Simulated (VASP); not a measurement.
# SnSe (Pnma) in VASP: single point with r2SCAN

Aim: the single point of SnSe with r2SCAN.

Everything below comes from runs of VASP 6.6.1. Logs are shortened: lines on timing, memory, paths and dates and some standing lists are left out, and cuts for length are marked.

**The experiment to reproduce.**

“Linear dichroism of the optical properties of SnS and SnSe van der Waals crystals”, 2024, arxiv:2409.17412 reports, for a bulk crystal of SnSe at 300 K: band gap 0.89 eV (indirect).

How close the calculation comes is told below.

## 1. The cell of the first run

Symmetry: Pnma, No. 62, orthorhombic system. The conventional cell has a = 11.679 Å, b = 4.126 Å, c = 4.693 Å, α = 90.00°, β = 90.00°, γ = 90.00°. Within 3.7 Å of Sn (site symmetry m) lie 6 Se at 2.76 to 3.57 Å and 2 Sn at 3.67 Å. Within 3.6 Å of Se (site symmetry m) lie 6 Sn at 2.76 to 3.57 Å.

## 2. Single point, r2SCAN

File POSCAR:

```
SnSe
1.0
   11.6793687496      0.0000000000      0.0000000000
    0.0000000000      4.1263079601      0.0000000000
    0.0000000000      0.0000000000      4.6927272682
Sn Se
4 4
Direct
    0.1200716527      0.2500000000      0.1240516500
    0.8799283473      0.7500000000      0.8759483500
    0.3799283473      0.7500000000      0.6240516500
    0.6200716527      0.2500000000      0.3759483500
    0.8521266789      0.2500000000      0.4881347763
    0.1478733211      0.7500000000      0.5118652237
    0.6478733211      0.7500000000      0.9881347763
    0.3521266789      0.2500000000      0.0118652237
```

File INCAR.step1:

```
PREC = Accurate ; ENCUT = 520
ISMEAR = 0 ; SIGMA = 0.02
LREAL = F ; LASPH = T
NELM = 60 ; NBANDS = 50
GGA = PE ; ALGO = Normal
EDIFF = 1E-4 ; LWAVE = T
LCHARG = F
```

File INCAR.step2:

```
PREC = Accurate ; ENCUT = 520
EDIFF = 1E-6 ; ISMEAR = 0
SIGMA = 0.02 ; LREAL = F
LASPH = T ; NELM = 60
ALGO = Normal ; ISIF = 2
LWAVE = F ; LCHARG = F
METAGGA = R2SCAN ; LMIXTAU = T
NBANDS = 50 ; ISTART = 1
```

File KPOINTS:

```
regular mesh
0
Gamma
  4 6 6
```

Potentials or basis: VASP PAW PBE potentials, release 64 (Sn_d, Se).

The run is started by

```bash
$ cat potpaw_PBE.64/Sn_d/POTCAR potpaw_PBE.64/Se/POTCAR > POTCAR
$ cp INCAR.step1 INCAR
$ mpirun -np 1 vasp_std > vasp.out
$ cp INCAR.step2 INCAR
$ mpirun -np 1 vasp_std > vasp.out
```

OUTCAR:

```text
PREC = Accurate
   ENCUT = 520
   EDIFF = 1E-6
   ISMEAR = 0
   LREAL = F
   LASPH = T
   NELM = 60
   ISIF = 2
   METAGGA = R2SCAN
   ISTART = 1

 ion  position               nearest neighbor table
   1  0.120  0.250  0.124-   8 2.76   6 2.77   6 2.77   2 3.67   2 3.67
   2  0.880  0.750  0.876-   7 2.76   5 2.77   5 2.77   1 3.67   1 3.67
   3  0.380  0.750  0.624-   6 2.76   8 2.77   8 2.77   4 3.67   4 3.67
   4  0.620  0.250  0.376-   5 2.76   7 2.77   7 2.77   3 3.67   3 3.67
   5  0.852  0.250  0.488-   4 2.76   2 2.77   2 2.77
   6  0.148  0.750  0.512-   3 2.76   1 2.77   1 2.77
   7  0.648  0.750  0.988-   2 2.76   4 2.77   4 2.77
   8  0.352  0.250  0.012-   1 2.76   3 2.77   3 2.77

  LATTYP: Found a simple orthorhombic cell.
 ALAT       =     4.1263079601
 B/A-ratio  =     1.1372702458
 C/A-ratio  =     2.8304646339

  Lattice vectors:

 A1 = (   0.0000000000,   4.1263079601,   0.0000000000)
 A2 = (   0.0000000000,   0.0000000000,   4.6927272682)
 A3 = (  11.6793687496,   0.0000000000,   0.0000000000)

Analysis of symmetry for initial positions (statically):
=====================================================================
 Subroutine PRICEL returns:
 Original cell was already a primitive cell.

 Routine SETGRP: Setting up the symmetry group for a
 simple orthorhombic supercell.

 Subroutine GETGRP returns: Found  8 space group operations
 (whereof  2 operations were pure point group operations)
 out of a pool of  8 trial point group operations.

The static configuration has the point symmetry S_2 .
 The point group associated with its full space group is D_2h.

Analysis of symmetry for dynamics (positions and initial velocities):
=====================================================================
 Subroutine PRICEL returns:
 Original cell was already a primitive cell.

 Routine SETGRP: Setting up the symmetry group for a
 simple orthorhombic supercell.

 Subroutine GETGRP returns: Found  8 space group operations
 (whereof  2 operations were pure point group operations)
 out of a pool of  8 trial point group operations.

The dynamic configuration has the point symmetry S_2 .
 The point group associated with its full space group is D_2h.

 Subroutine INISYM returns: Found  8 space group operations
 (whereof  2 operations are pure point group operations),
 and found     1 'primitive' translations

----------------------------------------------------------------------------------------

                                     Primitive cell

  volume of cell :     226.1551

  direct lattice vectors                    reciprocal lattice vectors
    11.679368750  0.000000000  0.000000000     0.085621066  0.000000000  0.000000000
     0.000000000  4.126307960  0.000000000     0.000000000  0.242347399  0.000000000
     0.000000000  0.000000000  4.692727268     0.000000000  0.000000000  0.213095700

  length of vectors
    11.679368750  4.126307960  4.692727268     0.085621066  0.242347399  0.213095700

  position of ions in fractional coordinates (direct lattice)
     0.120071653  0.250000000  0.124051650
     0.879928347  0.750000000  0.875948350
     0.379928347  0.750000000  0.624051650
     0.620071653  0.250000000  0.375948350
     0.852126679  0.250000000  0.488134776
     0.147873321  0.750000000  0.511865224
     0.647873321  0.750000000  0.988134776
     0.352126679  0.250000000  0.011865224

  ion indices of the primitive-cell ions
   primitive index   ion index
                 1           1
                 2           2
                 3           3
                 4           4
                 5           5
                 6           6
                 7           7
                 8           8

----------------------------------------------------------------------------------------

 KPOINTS: regular mesh

Automatic generation of k-mesh.
 Grid dimensions read from file:
 generate k-points for:    4    6    6

 Generating k-lattice:

  Cartesian coordinates                     Fractional coordinates (reciprocal lattice)
     0.021405266  0.000000000  0.000000000     0.250000000  0.000000000  0.000000000
     0.000000000  0.040391233  0.000000000     0.000000000  0.166666667  0.000000000
     0.000000000  0.000000000  0.035515950     0.000000000  0.000000000  0.166666667

  Length of vectors
     0.021405266  0.040391233  0.035515950

  Shift w.r.t. Gamma in fractional coordinates (k-lattice)
     0.000000000  0.000000000  0.000000000

 Subroutine IBZKPT returns following result:
 ===========================================

 Found     48 irreducible k-points:

 Following reciprocal coordinates:
            Coordinates               Weight
  0.000000  0.000000  0.000000      1.000000
  0.250000  0.000000  0.000000      2.000000
  0.500000  0.000000  0.000000      1.000000
  0.000000  0.166667  0.000000      2.000000
  0.250000  0.166667  0.000000      4.000000
  0.500000  0.166667  0.000000      2.000000
[... 16 lines left out ...]
  0.250000  0.500000  0.166667      4.000000
  0.500000  0.500000  0.166667      2.000000
 [... further k-points ...]
   k-points           NKPTS =     48   k-points in BZ     NKDIM =     48   number of bands    NBANDS=     50
   number of dos      NEDOS =    301   number of ions     NIONS =      8
   total plane-waves  NPLWV = 103680
   dimension x,y,z NGX =    90 NGY =   32 NGZ =   36
   dimension x,y,z NGXF=   180 NGYF=   64 NGZF=   72
   ions per type =               4   4
   NGX,Y,Z   is equivalent  to a cutoff of  12.81, 12.89, 12.75 a.u.
   NGXF,Y,Z  is equivalent  to a cutoff of  25.62, 25.79, 25.51 a.u.
 SYSTEM =  unknown system
   PREC   = accura    normal or accurate (medium, high low for compatibility)
   ISTART =      1    job   : 0-new  1-cont  2-samecut
   ICHARG =      0    charge: 1-file 2-atom 10-const
   ISPIN  =      1    spin polarized calculation?
   LNONCOLLINEAR =      F non collinear calculations
   LSORBIT =      F    spin-orbit coupling
   LASPH  =      T    aspherical Exc in radial PAW
   ENCUT  =  520.0 eV  38.22 Ry    6.18 a.u.  21.72  7.67  8.73*2*pi/ulx,y,z
   NELM   =     60;   NELMIN=  2; NELMDL=  0     # of ELM steps
   EDIFF  = 0.1E-05   stopping-criterion for ELM
   LREAL  =      F    real-space projection
   EDIFFG = 0.1E-04   stopping-criterion for IOM
   NSW    =      0    number of steps for IOM
   IBRION =     -1    ionic relax: 0-MD 1-quasi-New 2-CG
   NFREE  =      0    steps in history (QN), initial steepest desc. (CG)
   ISIF   =      2    stress and relaxation
   ISYM   =      2    0-nonsym 1-usesym 2-fastsym
   POTIM  = 0.5000    time-step for ionic-motion
   TEBEG  =    0.0;   TEEND  =   0.0 temperature during run
   PSTRESS=    0.0 pullay stress
   NELECT =      80.0000    total number of electrons
   NUPDOWN=      -1.0000    fix difference up-down
   EMIN   =  10.00;   EMAX   =-10.00  energy-range for DOS
   EFERMI =   0.00;   METHOD = LEGACY
   ISMEAR =     0;   SIGMA  =   0.02  broadening in eV -4-tet -1-fermi 0-gaus
   EFERMI_NEDOS =   21; number of points for ismear=-14 and -15
   IALGO  =     38    algorithm
   IMIX   =      4    mixing-type and parameters
     AMIX     =   0.40;   BMIX     =  1.00
     AMIX_MAG =   1.60;   BMIX_MAG =  1.00
  volume/ion in A,a.u.               =      28.27       190.77
  Fermi-wavevector in a.u.,A,eV,Ry     =   1.157807  2.187937 18.238832  1.340516
  Thomas-Fermi vector in A             =   2.294415
   LORBIT       =      0    0 simple, 1 ext, 2 COOP (PROOUT), +10 PAW based schemes
   METAGGA = R2SCAN    functional components
   LHFCALC =     F    Hartree Fock is set to
   AEXX    =    0.0000 exact exchange contribution
   IVDW    =     0    specifies the selected vdW correction
   LEPSILON=     F    determine dielectric tensor
   LRPA    =     F    only Hartree local field effects (RPA)
 non-spin polarized calculation
 Gauss-broadening in eV      SIGMA  =   0.02
  energy-cutoff  :      520.00
  volume of cell :      226.16
 maximum number of plane-waves:      6136
 NGX is ok and might be reduce to    90
   NGX = 43   NGY = 15   NGZ = 17

 number of electron      79.9999988 magnetization

 Free energy of the ion-electron system (eV)
  ---------------------------------------------------
  ext. energy  EPLUGINS =         0.00000000
  ---------------------------------------------------
  free energy    TOTEN  =      -159.84964458 eV

  energy without entropy =     -159.84964458  energy(sigma->0) =     -159.84964458

 E-fermi :   4.7247     XC(G=0):  -9.9438

 val. band max:        4.6017118222   @ k =   0.0000   0.0000   0.3333
 cond. band min:       5.6181961381   @ k =   0.0000   0.3333   0.0000
 fundamental gap:      1.0164843158
 Fermi energy:         4.7246995797

 k-point     1 :       0.0000    0.0000    0.0000
  band No.  band energies     occupation
      1     -17.2850      2.00000
      2     -17.2730      2.00000
      3     -17.2665      2.00000
      4     -17.2624      2.00000
      5     -17.2595      2.00000
      6     -17.2588      2.00000
[... 42 lines left out ...]
     49       9.6045      0.00000
     50       9.9537      0.00000

 k-point     2 :       0.2500    0.0000    0.0000
  band No.  band energies     occupation
      1     -17.2837      2.00000
      2     -17.2758      2.00000
      3     -17.2645      2.00000
      4     -17.2621      2.00000
      5     -17.2602      2.00000
      6     -17.2601      2.00000
[... 42 lines left out ...]
     49       9.9294      0.00000
     50       9.9776      0.00000

 k-point     3 :       0.5000    0.0000    0.0000
  band No.  band energies     occupation
      1     -17.2802      2.00000
      2     -17.2802      2.00000
      3     -17.2619      2.00000
      4     -17.2619      2.00000
      5     -17.2614      2.00000
      6     -17.2614      2.00000
[... 1102 lines left out ...]
     49       8.9171      0.00000
     50       8.9171      0.00000

 k-point    24 :       0.5000    0.5000    0.1667
  band No.  band energies     occupation
      1     -17.2777      2.00000
      2     -17.2777      2.00000
      3     -17.2777      2.00000
      4     -17.2777      2.00000
      5     -17.2492      2.00000
      6     -17.2492      2.00000
[... 42 lines left out ...]
     49       8.8769      0.00000
     50       8.8769      0.00000

 [... further k-points ...]

------------------------ aborting loop because EDIFF is reached ----------------------------------------

  FORCE on cell =-STRESS in cart. coord.  units (eV):
  Direction    XX          YY          ZZ          XY          YZ          ZX
  --------------------------------------------------------------------------------------
  -------------------------------------------------------------------------------------
  Total        0.0309753      0.0104690      0.0162655      0.0000000      0.0000000      0.0000000
  in kB        0.2194423      0.0741666      0.1152314      0.0000000      0.0000000      0.0000000
  external PRESSURE =       0.1362801 kB  Pullay stress =       0.0000000 kB

 VOLUME and BASIS-vectors are now :
 -----------------------------------------------------------------------------
  energy-cutoff  :      520.00
  volume of cell :      226.16
      direct lattice vectors                 reciprocal lattice vectors
    11.679368750  0.000000000  0.000000000     0.085621066  0.000000000  0.000000000
     0.000000000  4.126307960  0.000000000     0.000000000  0.242347399  0.000000000
     0.000000000  0.000000000  4.692727268     0.000000000  0.000000000  0.213095700

 POSITION                                       TOTAL-FORCE (eV/Angst)
 -----------------------------------------------------------------------------------
      1.40236      1.03158      0.58214        -0.013367     -0.000000     -0.009741
     10.27701      3.09473      4.11059         0.013367     -0.000000      0.009741
      4.43732      3.09473      2.92850         0.013367      0.000000     -0.009741
      7.24205      1.03158      1.76422        -0.013367     -0.000000      0.009741
      9.95230      1.03158      2.29068         0.004010      0.000000     -0.009224
      1.72707      3.09473      2.40204        -0.004010      0.000000      0.009224
      7.56675      3.09473      4.63705        -0.004010      0.000000     -0.009224
      4.11262      1.03158      0.05568         0.004010      0.000000      0.009224
 -----------------------------------------------------------------------------------
    total drift:                                0.000000     -0.000000     -0.000000

  FREE ENERGIE OF THE ION-ELECTRON SYSTEM (eV)
  ---------------------------------------------------
  free  energy   TOTEN  =      -159.8496445755 eV

  energy  without entropy=     -159.8496445755  energy(sigma->0) =     -159.84964458
```

It took 57 min on 1 thread of Oxide Virtual Turin-like, shared host; peak memory 0.58 GiB.

Results:

- Free energy: -159.8496 eV
- Pressure: 0.0 GPa
- Largest force: 0.017 eV/Å
- Band gap on the k mesh: 1.02 eV (least direct gap 1.36 eV)

Forces in eV/Å, atoms in the order of the input:
```
Sn  -0.013  0.000 -0.010
Sn   0.013  0.000  0.010
Sn   0.013  0.000 -0.010
Sn  -0.013  0.000  0.010
Se   0.004  0.000 -0.009
Se  -0.004  0.000  0.009
Se  -0.004  0.000 -0.009
Se   0.004  0.000  0.009
```

Caveat: the PAW data sets were made with another functional, which shifts forces and pressure a little; spin-orbit coupling is left out, which moves the levels of the heavy elements.

## 3. How close it comes

Step 2. Measured gap of SnSe: 0.89 eV (indirect; 300 K; “Linear dichroism of the optical properties of SnS and SnSe van der Waals crystals”, 2024, arxiv:2409.17412). This calculation gives 1.02 eV (+0.13 eV). 2 values of this kind are on record (0.89 to 0.99 eV); this one was drawn at random. Spin-orbit coupling on Se, Sn is left out. The value is that of r2SCAN on a finite k mesh, which can miss the band edges, without temperature or zero-point motion.
